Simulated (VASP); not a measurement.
A run of VASP 6.6.1 is set up as follows.

File POSCAR:

```
Ti
1.0
    0.0000000000      2.0300000000      2.0300000000
    2.0300000000      0.0000000000      2.0300000000
    2.0300000000      2.0300000000      0.0000000000
Ti
1
Direct
    0.0000000000      0.0000000000      0.0000000000
```

File INCAR.step1:

```
PREC = Accurate ; ENCUT = 600
ISMEAR = 0 ; SIGMA = 0.1
LREAL = False ; LASPH = True
NELM = 100 ; GGA = PE
ALGO = Normal ; EDIFF = 1E-4
LWAVE = True ; LCHARG = False
```

The input INCAR.step2:

```
PREC = Accurate ; ENCUT = 600
EDIFF = 1E-6 ; ISMEAR = 0
SIGMA = 0.1 ; LREAL = False
LASPH = True ; NELM = 100
ALGO = Normal ; ISIF = 3
LWAVE = False ; LCHARG = False
METAGGA = R2SCAN ; LMIXTAU = True
IBRION = 2 ; NSW = 100
EDIFFG = -0.005 ; ISTART = 1
```

KPOINTS

```
Automatic mesh
0
Gamma
  18 18 18
```

Potentials or basis: VASP PAW PBE potentials, release 64 (Ti_sv).

The run is started by

```console
$ cat potpaw_PBE.64/Ti_sv/POTCAR > POTCAR
$ cp INCAR.step1 INCAR
$ mpirun -np 1 vasp_std > vasp.out
$ cp INCAR.step2 INCAR
$ mpirun -np 1 vasp_std > vasp.out
```

(1) Estimate the relaxed cell.

(2) Estimate the space group after relaxing (to 0.1 Å).

(3) Predict the relaxed volume.

(4) What does it give for the band gap on the k mesh?

Answers

(1) a = 2.911 Å, b = 2.911 Å, c = 2.911 Å, α = 60.00°, β = 60.00°, γ = 60.00°.

(2) Fm-3m (No. 225).

(3) 17.45 Å³/atom.

(4) zero (bands 6 and 7 overlap by 1.42 eV).

Caveat: the PAW data sets were made with another functional, which shifts forces and pressure a little.
